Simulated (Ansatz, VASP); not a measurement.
CdS in VASP and in Ansatz

INCAR

```
  PREC = Accurate
  ENCUT = 520
  EDIFF = 1E-6
  ISMEAR = 0
  SIGMA = 0.02
  LREAL = F
  LASPH = T
  NELM = 100
  ALGO = Normal
  ISIF = 2
  LWAVE = F
  LCHARG = T
  GGA = PE
  LELF = T
  LVHAR = T
  NBANDS = 16
```

KPOINTS

```
regular mesh
0
Gamma
  8 8 8
```

POSCAR

```
CdS
1.0
    0.0000000000      2.8395979810      2.8395979810
    2.8395979810      0.0000000000      2.8395979810
    2.8395979810      2.8395979810      0.0000000000
Cd S
1 1
Direct
    0.0000000000      0.0000000000      0.0000000000
    0.2500000000      0.2500000000      0.2500000000
```

Input for Ansatz:

```yaml
crystal:
  lattice:
    - [0.0, 2.839597981, 2.839597981]
    - [2.839597981, 0.0, 2.839597981]
    - [2.839597981, 2.839597981, 0.0]
  atoms:
    - { symbol: Cd, position: [0.0, 0.0, 0.0] }
    - { symbol: S, position: [0.25, 0.25, 0.25] }
basis:
  ecutwfc: 420
kpoints:
  mp_grid: { grid: [8, 8, 8] }
hamiltonian:
  xc: pbe
scf:
  occupations: { method: gaussian, width: 0.02 }
output:
  forces: true
  stress: true
  eigenvalues: true
```

Alike in both runs: task single point; functional PBE; k mesh 8 × 8 × 8; occupations gaussian, width 0.02 eV; no spin polarisation.

|  | VASP | Ansatz |
| --- | --- | --- |
| version | VASP 6.6.1 | Ansatz 0.2.0 |
| potentials or method | VASP PAW PBE potentials, release 64 (Cd, S), cutoff 520 eV | scalar-relativistic, plane waves, PAW |
| valence electrons in the cell | 18 | 26 |

```tsv
	VASP	Ansatz	Ansatz less VASP
gap on the k mesh at the Fermi level (eV)	1.32	1.31	-0.010
least direct gap on the mesh (eV)	1.32	1.31	-0.010
pressure (GPa)	9.7	9.2	-0.51
```

The functional is the same, so the differences come from potentials, cutoffs and numerics. VASP's potentials hold 18 valence electrons a cell and Ansatz's 26, so a difference there can come from the potentials and not from the codes.
